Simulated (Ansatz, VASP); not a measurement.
**GeCN2 in VASP and in Ansatz**

```
Ge N C
1.0
     1.79379    1.03565    4.92196
    -1.79379    1.03565    4.92196
     0.00000   -2.07129    4.92196
Ge N C
1 2 1
Direct
  0.00000 0.00000 0.00000
  0.58390 0.58390 0.58390
  0.41610 0.41610 0.41610
  0.50000 0.50000 0.50000
```

Alike in both runs: task relaxation of cell and atoms; functional PBEsol; k mesh 9 × 9 × 9; occupations fermi-dirac, width 0.05 eV; no spin polarisation.

```csv
,VASP,Ansatz
version,VASP 6.6.1,Ansatz 0.2.0
potentials or method,"VASP PAW PBE potentials, release 64 (Ge_d, N, C)",Ansatz PAW
plane-wave cutoff (eV),600,420
valence electrons in the cell,28,28
```

|  | VASP | Ansatz | Ansatz less VASP |
| --- | --- | --- | --- |
| gap on the k mesh at the Fermi level, each at its own relaxed structure (eV) | 0.93 | 0.94 | +0.003 |
| relaxed volume (Å³/atom) | 12.95 | 12.99 | +0.042 |
| relaxed cell length with the largest relative difference (Å) | 5.292 | 5.290 | -0.0017 |

VASP's potentials were made for PBE, not for PBEsol.

Noted on VASP's run: the standard files for N, O and F lose accuracy on very short bonds. Noted on Ansatz's run: odd divisions of the mesh miss points on the zone boundary, where band edges often lie, so the gap on the mesh can be too wide; the plane-wave basis is chosen anew once the cell has moved, so the energies of steps on either side of that aren't comparable.
